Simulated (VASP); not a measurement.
**CuO: single point with BLYP**

The system is CuO.

```xyz
4
Lattice="2.1142 -2.1202 0.0000 2.1142 2.1202 0.0000 0.0000 0.0000 5.1966" Properties=species:S:1:pos:R:3 pbc="T T T"
Cu    1.0571   -1.0601    0.0000
Cu    1.0571    1.0601    2.5983
O     2.1142    0.0000    1.2992
O     2.1142    0.0000    3.8975
```

```json
{"Program": "VASP 6.6.1", "Task": "single point", "Functional": "BLYP", "Potentials or basis": "VASP PAW PBE potentials, release 64 (Cu, O)", "Cutoff": "520 eV", "k mesh": "9 × 9 × 5", "Occupations": "fermi-dirac, width 0.05 eV", "Spin": "no spin polarisation", "Dipole correction": "no", "Further INCAR settings": "ALGO = Normal; EDIFF = 1e-07; NBANDS = 25"}
```

The pressure is 0.7 GPa and the band gap on the k mesh is zero (band 17 reaches 5.23 eV, above the bottom of band 18 at 4.35 eV).

Stress tensor (GPa, compression positive):
```
0.57 0.00 0.00
0.00 0.51 0.00
0.00 0.00 0.90
```

Levels at points of the mesh, in eV from the Fermi level:
| k point | band 15 | band 16 | band 17 | band 18 | band 19 | band 20 |
| --- | --- | --- | --- | --- | --- | --- |
| (0.00, 0.00, 0.00) | -2.18 | -1.83 | 0.66 | 0.67 | 1.45 | 6.35 |

Run time: 90 s on 1 thread of Intel(R) Xeon(R) Platinum 8259CL CPU @ 2.50GHz (Skylake/Cascade Lake), on a shared host, peak memory 0.21 GiB.

Caveat: the PAW data sets were made with another functional, which shifts forces and pressure a little; semilocal functionals often make such compounds metallic where correlation or magnetic order opens a gap, which also shifts bond lengths. With open d or f shells a metallic result of BLYP can be an artefact of self-interaction; +U or a hybrid may open a gap.
